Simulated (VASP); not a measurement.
Here is a VASP 6.6.1 calculation.

The input INCAR:

```
SYSTEM = V
PREC     = Accurate       ! precision mode
ENCUT    = 520            ! plane-wave cutoff, eV
EDIFF    = 1E-6           ! SCF threshold, eV
ISMEAR   = -1             ! smearing method
SIGMA    = 0.03           ! smearing width, eV
LREAL    = .False.        ! projectors in reciprocal space
LASPH    = .True.         ! aspherical terms in the spheres
NELM     = 150            ! most SCF steps
ALGO     = Normal         ! electronic algorithm
ISIF     = 2              ! what is computed and relaxed
LWAVE    = .False.        ! write WAVECAR
LCHARG   = .True.         ! write CHGCAR
ISPIN    = 2              ! spin polarisation
MAGMOM   = 1.5            ! initial moments
LORBIT   = 11             ! projections on sites
LMAXMIX  = 4              ! l up to which the mixer works
GGA      = PE             ! functional
LELF     = .True.         ! ELF
LVHAR    = .True.       
NBANDS   = 16             ! bands
```

File KPOINTS:

```
regular mesh
0
Gamma
  19 19 19
  0 0 0
```

Contents of POSCAR:

```
V
1.0
   -1.5130000000      1.5130000000      1.4676100000
    1.5130000000     -1.5130000000      1.4676100000
    1.5130000000      1.5130000000     -1.4676100000
V
1
Direct
    0.0000000000      0.0000000000      0.0000000000
```

Potentials or basis: VASP PAW PBE potentials, release 64 (V_sv).

Command:

```sh
$ cat potpaw_PBE.64/V_sv/POTCAR > POTCAR
$ mpirun -np 1 vasp_std > vasp.out
```

Question: Estimate the net moment.

Answer: 0.00 μB per cell.

Question: Predict the pressure.

Answer: 0.5 GPa.

Stress tensor (GPa, compression positive):
```
-0.80  0.00  0.00
 0.00 -0.80  0.00
 0.00  0.00  2.95
```

Caveat: the cell differs from its parent crystal (zz strain of -3 %).
